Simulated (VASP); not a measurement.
Write the native input for VASP 6.6.1 that does the following.

- Task: single point
- Functional: PBE
- Potentials or basis: VASP PAW PBE potentials, release 64 (O, C, H)
- Cutoff: 520 eV
- k mesh: 1 × 1 × 1
- Occupations: fermi-dirac, width 0.05 eV
- Spin: no spin polarisation
- Dipole correction: no
- Further INCAR settings: LREAL = Auto; ALGO = Normal; EDIFF = 1e-06; NBANDS = 57

The structure of H6C3O lies in POSCAR:

```
H6C3O
1.0
    7.6630940000      0.0000000000      0.0000000000
    0.0000000000      7.6630940000      0.0000000000
    0.0000000000      0.0000000000      7.6630940000
O C H
3 9 18
Direct
    0.1555507475      0.0825123638      0.5062707048
    0.6922791238      0.9948592566      0.5119864118
    0.8538718173      0.3987162365      0.4488134949
    0.2654019382      0.1285381597      0.4132273466
    0.7381874736      0.9431438529      0.3822346431
    0.9059265096      0.4244108189      0.3097312913
    0.2035470268      0.3473531709      0.8758211761
    0.3362740950      0.1974398330      0.9013200151
    0.4403443309      0.6832096801      0.2363927677
    0.3207712185      0.6441523489      0.3885375803
    0.9473980092      0.8104820325      0.9149176560
    0.7833128499      0.7242505442      0.8475949793
    0.2791822729      0.4658170708      0.8610882236
    0.1114693360      0.3371353660      0.7685668478
    0.1222613216      0.3452521919      0.9943111751
    0.2632357113      0.0773838870      0.9265056647
    0.4380476084      0.1785440711      0.8006557143
    0.4068983103      0.2164399915      1.0262564964
    0.4602449089      0.5647327307      0.1600397959
    0.3985204932      0.7919386086      0.1489607200
    0.5702526943      0.6933752868      0.2917098498
    0.3308324288      0.7383962666      0.4924512214
    0.1874699697      0.6256350242      0.3326593671
    0.3614075464      0.5122343534      0.4279733486
    0.9568589397      0.8252671832      1.0640741194
    1.0618165456      0.7241852964      0.8731199174
    0.9746585387      0.9406644366      0.8562337876
    0.8055884477      0.6984907141      0.7089695102
    0.7562089151      0.6008147623      0.9221862605
    0.6744534257      0.8137052736      0.8584391631
```

These files were run (other wordings do the same):

INCAR

```
ALGO     = Normal         # electronic algorithm
EDIFF    = 1E-6           # SCF threshold, eV
ENCUT    = 520            # plane-wave cutoff, eV
GGA      = PE             # functional
ISIF     = 2              # what is computed and relaxed
ISMEAR   = -1             # smearing method
LASPH    = T              # aspherical terms in the spheres
LCHARG   = T              # write CHGCAR
LELF     = T              # ELF
LREAL    = Auto         
LVHAR    = T            
LWAVE    = F              # write WAVECAR
NBANDS   = 57             # bands
NELM     = 60             # most SCF steps
PREC     = Accurate       # precision mode
SIGMA    = 0.05           # smearing width, eV
```

KPOINTS

```
k-points
0
Gamma
  1 1 1
```

Potentials or basis: VASP PAW PBE potentials, release 64 (O, C, H).

Run with:

```console
$ cat potpaw_PBE.64/O/POTCAR potpaw_PBE.64/C/POTCAR potpaw_PBE.64/H/POTCAR > POTCAR
$ mpirun -np 1 vasp_gam > vasp.out
```

Results of the run:

The pressure is -0.1 GPa and the largest force is 2.179 eV/Å.

Caveat: the k points lie up to 0.82 Å⁻¹ apart.

Wall time 120 s on 1 thread of Intel Xeon 8259CL (shared host), peak memory 0.45 GiB.
